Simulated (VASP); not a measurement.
# GePt (P1) in VASP: single point with PBEsol

Aim: the single point of GePt with PBEsol.

Program: VASP 6.6.1. These are calculated values, not measurements. Logs are shortened: lines on timing, memory, paths and dates and some standing lists are left out, and cuts for length are marked.

## (1) The cell of the first run

The typed cell holds 16 atoms: a = 6.897 Å, b = 6.897 Å, c = 7.199 Å, α = 106.33°, β = 106.33°, γ = 114.39°.

## (2) Single point, PBEsol

Input file INCAR:

```
SYSTEM = GePt
  ALGO = Normal
  EDIFF = 1E-7
  ENCUT = 520
  GGA = PS
  ISIF = 2
  ISMEAR = -1
  KPAR = 4
  LASPH = .TRUE.
  LCHARG = .FALSE.
  LREAL = Auto
  LWAVE = .FALSE.
  NBANDS = 110
  NELM = 100
  PREC = Accurate
  SIGMA = 0.0948
```

Input file KPOINTS:

```
Automatic mesh
0
Gamma
  4 4 4
  0.5 0.5 0.5
```

Input file POSCAR:

```
GePt
1.0
    5.7974419504     -3.7369753669      0.0000000000
   -5.7974419504     -3.7369753669      0.0000000000
    0.0000000000      3.7369753669     -6.1527635553
Ge Pt
8 8
Direct
    0.2826892173      0.4624826519      0.4246755099
    0.7228730659      0.9150188450      0.3955741153
    0.2778460764      0.0906818048      0.5968769915
    0.7892401175      0.5713384962      0.5872813034
    0.6768963926      0.9754082216      0.8982552231
    0.1716868548      0.4900500253      0.9176866540
    0.8198180152      0.5338976017      0.0810489458
    0.3178937003     -0.0079979630      0.0816496515
    0.5391681370      0.5402182553      0.7909520586
    0.0531887731      0.0545134953      0.8264653687
    0.9792704883      0.9800109873      0.1941074103
    0.4721678466      0.4616511393      0.1951828620
    0.2659621329      0.7713990178      0.3008847948
    0.7717054943      0.2744801620      0.2963161161
    0.2119540955      0.7186072065      0.6944082869
    0.7017337877      0.1909666209      0.6632231132
```

Potentials or basis: VASP PAW PBE potentials, release 64 (Ge_d, Pt).

Command:

```bash
$ cat potpaw_PBE.64/Ge_d/POTCAR potpaw_PBE.64/Pt/POTCAR > POTCAR
$ mpirun -np 4 vasp_std > vasp.out
```

OUTCAR:

```text
SYSTEM = GePt
   EDIFF = 1E-7
   ENCUT = 520
   GGA = PS
   ISIF = 2
   ISMEAR = -1
   LASPH = .TRUE.
   LREAL = Auto
   NELM = 100
   PREC = Accurate

 ion  position               nearest neighbor table
   1  0.283  0.462  0.425-  12 2.38   9 2.48  15 2.54  13 2.56  11 2.72  14 2.95
   2  0.723  0.915  0.396-  16 2.38  12 2.54  11 2.57  13 2.69  14 2.69  10 2.88
   3  0.278  0.091  0.597-   9 2.52  13 2.55  10 2.56  16 2.57  11 2.71  15 2.74
   4  0.789  0.571  0.587-  14 2.42  15 2.44   9 2.54  16 2.69  12 2.70  10 2.72
   5  0.677  0.975  0.898-  11 2.51   9 2.54  16 2.54  15 2.60  10 2.65  14 2.72
   6  0.172  0.490  0.918-  15 2.54  12 2.56  10 2.59  13 2.60  16 2.67   9 2.85
   7  0.820  0.534  0.081-   9 2.44  13 2.51  11 2.58  12 2.65  14 2.66  16 2.89
   8  0.318  0.992  0.082-  10 2.47  13 2.48  14 2.56  15 2.57  11 2.66  12 2.73
   9  0.539  0.540  0.791-   7 2.44   1 2.48   3 2.52   5 2.54   4 2.54   6 2.85  15 3.00  11 3.05
                            16 3.08  12 3.23
  10  0.053  0.055  0.826-   8 2.47   3 2.56   6 2.59   5 2.65   4 2.72  12 2.84   2 2.88  11 2.97
                            15 2.99  16 3.01
  11  0.979  0.980  0.194-   5 2.51   2 2.57   7 2.58   8 2.66   3 2.71   1 2.72  13 2.95  10 2.97
                            14 2.98   9 3.05
  12  0.472  0.462  0.195-   1 2.38   2 2.54   6 2.56   7 2.65   4 2.70   8 2.73  10 2.84  14 2.89
                            13 3.06   9 3.23
  13  0.266  0.771  0.301-   8 2.48   7 2.51   3 2.55   1 2.56   6 2.60   2 2.69  16 2.89  11 2.95
                            15 3.06  12 3.06
  14  0.772  0.274  0.296-   4 2.42   8 2.56   7 2.66   2 2.69   5 2.72  12 2.89   1 2.95  11 2.98
                            16 2.98  15 3.05
  15  0.212  0.719  0.694-   4 2.44   1 2.54   6 2.54   8 2.57   5 2.60   3 2.74  10 2.99   9 3.00
                            14 3.05  13 3.06
  16  0.702  0.191  0.663-   2 2.38   5 2.54   3 2.57   6 2.67   4 2.69   7 2.89  13 2.89  14 2.98
                            10 3.01   9 3.08

  LATTYP: Found a face centered orthorhombic cell.
 ALAT       =     7.4739507338
 B/A-ratio  =     1.5513728032
 C/A-ratio  =     1.6464554757

  Lattice vectors:

 A1 = (  -5.7974419504,   0.0000000000,  -6.1527635553)
 A2 = (   0.0000000000,  -3.7369753669,  -6.1527635553)
 A3 = (  -5.7974419504,  -3.7369753669,   0.0000000000)

Analysis of symmetry for initial positions (statically):
=====================================================================
 Subroutine PRICEL returns:
 Original cell was already a primitive cell.

 Routine SETGRP: Setting up the symmetry group for a
 face centered orthorhombic supercell.

 Subroutine GETGRP returns: Found  1 space group operations
 (whereof  1 operations were pure point group operations)
 out of a pool of  8 trial point group operations.

The static configuration has the point symmetry C_1 .

Analysis of symmetry for dynamics (positions and initial velocities):
=====================================================================
 Subroutine PRICEL returns:
 Original cell was already a primitive cell.

 Routine SETGRP: Setting up the symmetry group for a
 face centered orthorhombic supercell.

 Subroutine GETGRP returns: Found  1 space group operations
 (whereof  1 operations were pure point group operations)
 out of a pool of  8 trial point group operations.

The dynamic configuration has the point symmetry C_1 .

 Subroutine INISYM returns: Found  1 space group operations
 (whereof  1 operations are pure point group operations),
 and found     1 'primitive' translations

----------------------------------------------------------------------------------------

                                     Primitive cell

  volume of cell :     266.5980

  direct lattice vectors                    reciprocal lattice vectors
     5.797441950 -3.736975367  0.000000000     0.086244934 -0.133798045 -0.081264296
    -5.797441950 -3.736975367  0.000000000    -0.086244934 -0.133798045 -0.081264296
     0.000000000  3.736975367 -6.152763555     0.000000000  0.000000000 -0.162528592

  length of vectors
     6.897486358  6.897486358  7.198714070     0.178728821  0.178728821  0.162528592

  position of ions in fractional coordinates (direct lattice)
     0.282689217  0.462482652  0.424675510
     0.722873066  0.915018845  0.395574115
     0.277846076  0.090681805  0.596876991
     0.789240118  0.571338496  0.587281303
     0.676896393  0.975408222  0.898255223
     0.171686855  0.490050025  0.917686654
[... 8 lines left out ...]
     0.211954095  0.718607207  0.694408287
     0.701733788  0.190966621  0.663223113

  ion indices of the primitive-cell ions
   primitive index   ion index
                 1           1
                 2           2
                 3           3
                 4           4
                 5           5
                 6           6
[... 8 lines left out ...]
                15          15
                16          16

----------------------------------------------------------------------------------------

 KPOINTS: Automatic mesh

Automatic generation of k-mesh.
 Grid dimensions read from file:
 generate k-points for:    4    4    4

 Generating k-lattice:

  Cartesian coordinates                     Fractional coordinates (reciprocal lattice)
     0.021561234 -0.033449511 -0.020316074     0.250000000 -0.000000000  0.000000000
    -0.021561234 -0.033449511 -0.020316074    -0.000000000  0.250000000  0.000000000
     0.000000000  0.000000000 -0.040632148     0.000000000  0.000000000  0.250000000

  Length of vectors
     0.044682205  0.044682205  0.040632148

  Shift w.r.t. Gamma in fractional coordinates (k-lattice)
     0.500000000  0.500000000  0.500000000

 Subroutine IBZKPT returns following result:
 ===========================================

 Found     32 irreducible k-points:

 Following reciprocal coordinates:
            Coordinates               Weight
  0.125000  0.125000  0.125000      2.000000
  0.125000  0.125000 -0.375000      2.000000
  0.375000  0.125000  0.125000      2.000000
  0.125000  0.375000  0.375000      2.000000
 -0.125000 -0.375000 -0.125000      2.000000
 -0.375000 -0.125000 -0.375000      2.000000
[... 16 lines left out ...]
  0.125000  0.375000 -0.375000      2.000000
 -0.125000 -0.125000  0.125000      2.000000
 [... further k-points ...]
   k-points           NKPTS =     32   k-points in BZ     NKDIM =     32   number of bands    NBANDS=    110
   number of dos      NEDOS =    301   number of ions     NIONS =     16
   total plane-waves  NPLWV = 157464
   dimension x,y,z NGX =    54 NGY =   54 NGZ =   54
   dimension x,y,z NGXF=   108 NGYF=  108 NGZF=  108
   ions per type =               8   8
   NGX,Y,Z   is equivalent  to a cutoff of  13.02, 13.02, 12.47 a.u.
   NGXF,Y,Z  is equivalent  to a cutoff of  26.03, 26.03, 24.94 a.u.
 SYSTEM =  GePt
   PREC   = accura    normal or accurate (medium, high low for compatibility)
   ISTART =      0    job   : 0-new  1-cont  2-samecut
   ICHARG =      2    charge: 1-file 2-atom 10-const
   ISPIN  =      1    spin polarized calculation?
   LNONCOLLINEAR =      F non collinear calculations
   LSORBIT =      F    spin-orbit coupling
   LASPH  =      T    aspherical Exc in radial PAW
   ENCUT  =  520.0 eV  38.22 Ry    6.18 a.u.  12.82 12.82 13.38*2*pi/ulx,y,z
   NELM   =    100;   NELMIN=  2; NELMDL= -5     # of ELM steps
   EDIFF  = 0.1E-06   stopping-criterion for ELM
   LREAL  =      T    real-space projection
   EDIFFG = 0.1E-05   stopping-criterion for IOM
   NSW    =      0    number of steps for IOM
   IBRION =     -1    ionic relax: 0-MD 1-quasi-New 2-CG
   NFREE  =      0    steps in history (QN), initial steepest desc. (CG)
   ISIF   =      2    stress and relaxation
   ISYM   =      2    0-nonsym 1-usesym 2-fastsym
   POTIM  = 0.5000    time-step for ionic-motion
   TEBEG  =    0.0;   TEEND  =   0.0 temperature during run
   PSTRESS=    0.0 pullay stress
   NELECT =     192.0000    total number of electrons
   NUPDOWN=      -1.0000    fix difference up-down
   EMIN   =  10.00;   EMAX   =-10.00  energy-range for DOS
   EFERMI =   0.00;   METHOD = LEGACY
   ISMEAR =    -1;   SIGMA  =   0.09  broadening in eV -4-tet -1-fermi 0-gaus
   EFERMI_NEDOS =   21; number of points for ismear=-14 and -15
   IALGO  =     38    algorithm
   IMIX   =      4    mixing-type and parameters
     AMIX     =   0.40;   BMIX     =  1.00
     AMIX_MAG =   1.60;   BMIX_MAG =  1.00
  volume/ion in A,a.u.               =      16.66       112.44
  Fermi-wavevector in a.u.,A,eV,Ry     =   1.467426  2.773034 29.297967  2.153340
  Thomas-Fermi vector in A             =   2.583045
   LORBIT       =      0    0 simple, 1 ext, 2 COOP (PROOUT), +10 PAW based schemes
   GGA     = PS    functional components
   LHFCALC =     F    Hartree Fock is set to
   AEXX    =    0.0000 exact exchange contribution
   IVDW    =     0    specifies the selected vdW correction
   LEPSILON=     F    determine dielectric tensor
   LRPA    =     F    only Hartree local field effects (RPA)
 non-spin polarized calculation
  energy-cutoff  :      520.00
  volume of cell :      266.60
 maximum number of plane-waves:      7202
 NGX is ok and might be reduce to    54
   NGX = 25   NGY = 25   NGZ = 27

 number of electron     192.0000009 magnetization

 Free energy of the ion-electron system (eV)
  ---------------------------------------------------
  ext. energy  EPLUGINS =         0.00000000
  ---------------------------------------------------
  free energy    TOTEN  =      -102.39140374 eV

  energy without entropy =     -102.26715956  energy(sigma->0) =     -102.32928165

 E-fermi :   9.1047     XC(G=0): -12.4298

 val. band max:        9.0932585736   @ k =  -0.3750   0.3750   0.3750
 cond. band min:       9.1166823700   @ k =   0.3750  -0.1250  -0.3750
 fundamental gap:      0.0234237964
 Fermi energy:         9.1047225538

 k-point     1 :       0.1250    0.1250    0.1250
  band No.  band energies     occupation
      1     -15.9396      2.00000
      2     -15.9368      2.00000
      3     -15.9337      2.00000
      4     -15.9246      2.00000
      5     -15.9147      2.00000
      6     -15.9090      2.00000
[... 100 lines left out ...]
    107      12.3314      0.00000
    108      12.7460      0.00000
[... 2551 lines left out ...]
    107      12.4737      0.00000
    108      12.5991      0.00000

 [... further k-points ...]

 [bands above 108 left out]

------------------------ aborting loop because EDIFF is reached ----------------------------------------

  FORCE on cell =-STRESS in cart. coord.  units (eV):
  Direction    XX          YY          ZZ          XY          YZ          ZX
  --------------------------------------------------------------------------------------
  -------------------------------------------------------------------------------------
  Total       -3.9513996     -4.3569151     -2.3959090     -0.7857800     -0.0787266      0.4602397
  in kB      -23.7467765    -26.1838083    -14.3987247     -4.7223120     -0.4731240      2.7659082
  external PRESSURE =     -21.4431032 kB  Pullay stress =       0.0000000 kB

 VOLUME and BASIS-vectors are now :
 -----------------------------------------------------------------------------
  energy-cutoff  :      520.00
  volume of cell :      266.60
      direct lattice vectors                 reciprocal lattice vectors
     5.797441950 -3.736975367  0.000000000     0.086244934 -0.133798045 -0.081264296
    -5.797441950 -3.736975367  0.000000000    -0.086244934 -0.133798045 -0.081264296
     0.000000000  3.736975367 -6.152763555     0.000000000  0.000000000 -0.162528592

 POSITION                                       TOTAL-FORCE (eV/Angst)
 -----------------------------------------------------------------------------------
     -1.04234     -1.19769     -2.61293        -0.502258      1.817839      0.303438
     -1.11395     -4.64251     -2.43387         0.781846     -0.505206      0.074842
      1.08507      0.85334     -3.67244        -0.226789      0.491064      0.431613
      1.26327     -2.88979     -3.61340        -1.064353      0.260009     -0.160739
     -1.73061     -2.81786     -5.52675        -0.543729     -0.517582     -0.478512
     -1.84569      0.95648     -5.64631         0.375685      0.422986      0.431143
[... 8 lines left out ...]
     -2.93729     -0.88250     -4.27253         0.576842     -0.577645      0.130326
      2.96114     -0.85755     -4.08065        -0.269601     -0.269189     -1.156942
 -----------------------------------------------------------------------------------
    total drift:                               -0.004511     -0.004879     -0.003005

  FREE ENERGIE OF THE ION-ELECTRON SYSTEM (eV)
  ---------------------------------------------------
  free  energy   TOTEN  =      -102.3914037420 eV

  energy  without entropy=     -102.2671595598  energy(sigma->0) =     -102.32928165
```

Wall time 19 min (4 MPI ranks of Intel Xeon Platinum 8259CL at 2.50GHz (Skylake/Cascade Lake), shared host); peak memory 0.78 GiB.

What came out:

```
Free energy            : -102.3914 eV
Pressure               : -2.1 GPa
Largest force          : 1.910 eV/Å
Band gap on the k mesh : zero (bands 96 and 97 overlap by 0.68 eV)
```

Forces in eV/Å, atoms in the order of the input:
```
Ge  -0.502  1.818  0.303
Ge   0.782 -0.505  0.075
Ge  -0.227  0.491  0.432
Ge  -1.064  0.260 -0.161
Ge  -0.544 -0.518 -0.479
Ge   0.376  0.423  0.431
Ge   0.894  0.700 -0.325
Ge  -0.281 -0.845 -0.286
Pt   0.205  0.095 -0.402
Pt   0.075  0.263  0.895
Pt  -0.581 -0.334 -0.399
Pt   0.171 -1.048  0.518
Pt  -0.198  0.175 -0.311
Pt   0.588 -0.128  0.736
Pt   0.577 -0.578  0.130
Pt  -0.270 -0.269 -1.157
```

Caveat: the atoms stand as in a frame of molecular dynamics; the PAW data sets were made with another functional, which shifts forces and pressure a little; spin-orbit coupling is left out, which moves the levels of the heavy elements.
